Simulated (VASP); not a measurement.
Runs of VASP 6.6.1 on Si2N. The structure is that of space group R-3m (No. 166), or close to it. The cells are those of the table. 

```tsv
task	cell	k mesh	cutoff (eV)	gap on the mesh (eV)	pressure (GPa)	relaxed volume (Å³/atom)	largest force (eV/Å)
relaxation of cell and atoms	relaxed from a = 5.658 Å, angles 27.8°, 3 atoms	18 × 18 × 18	600	none	0.0	(a)	0.01
single point	a = 5.691 Å, angles 27.6°, 3 atoms	18 × 18 × 18	520	none	0.0	-	0.01
single point	a = 5.743 Å, angles 29.8°, 3 atoms	6 × 6 × 6	520	none	14.1	-	3.98
relaxation of cell and atoms	relaxed from a = 5.743 Å, angles 29.8°, 3 atoms	6 × 6 × 6	600	none	0.0	11.61	0.02
single point	a = 5.658 Å, angles 27.8°, 3 atoms	6 × 6 × 6	520	none	0.0	-	0.01
```

Alike in all rows: level PBE; potentials or basis VASP PAW PBE potentials, release 64 (Si, N); no spin polarisation; smearing gaussian 0.1 eV.

Question: Fill in the values left out.

Answer: (a) 11.65.

Caveats: some runs use coarse meshes; forces of over 1 eV/Å act on the atoms, so gaps and moduli don't describe the material at rest (some runs); the volume moved by over 15 % at a fixed basis, so the end points are rough (some runs).

A gap of «none» marks levels without a gap at the run's occupations.
